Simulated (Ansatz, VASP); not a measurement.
# ZnS in VASP and in Ansatz

```xyz
4
Lattice="3.8110 0.0333 0.0000 -1.8766 3.2837 0.0000 0.0000 0.0000 6.2340" Properties=species:S:1:pos:R:3 pbc="T T T"
Zn    0.0193    2.2003    0.0000
Zn    1.9151    1.1168    3.1170
S     0.0193    2.2003    2.4001
S     1.9151    1.1168    5.5171
```

Change from the starting cell: strain +0.0175 x Voigt [0, 0, 0, 0, 0, 1], atoms carried along.

Alike in both runs: task single point; functional PBE; k mesh 12 × 12 × 6; occupations gaussian, width 0.05 eV; no spin polarisation.

|  | VASP | Ansatz |
| --- | --- | --- |
| version | VASP 6.6.1 | Ansatz 0.2.0 |
| potentials or method | VASP PAW PBE potentials, release 64 (Zn, S), cutoff 520 eV | scalar-relativistic, plane waves, PAW |
| valence electrons in the cell | 36 | 36 |

Ansatz gave:

| Quantity | Value |
| --- | --- |
| gap on the k mesh at the Fermi level (eV) | 2.23 |
| least direct gap on the mesh (eV) | 2.23 |
| pressure (GPa) | 2.4 |
| traceless stress, the component that is largest in VASP (GPa) | -1.37 |
| rms of the force components (eV/Å) | 0.198 |

Estimate VASP's values.

gap on the k mesh at the Fermi level (eV): 2.23; least direct gap on the mesh (eV): 2.23; pressure (GPa): 2.5; traceless stress, the component that is largest in VASP (GPa): -1.39; rms of the force components (eV/Å): 0.200.

Atom by atom the forces differ by 0.002 eV/Å (rms over components). The functional is the same, so the differences come from potentials, cutoffs and numerics.
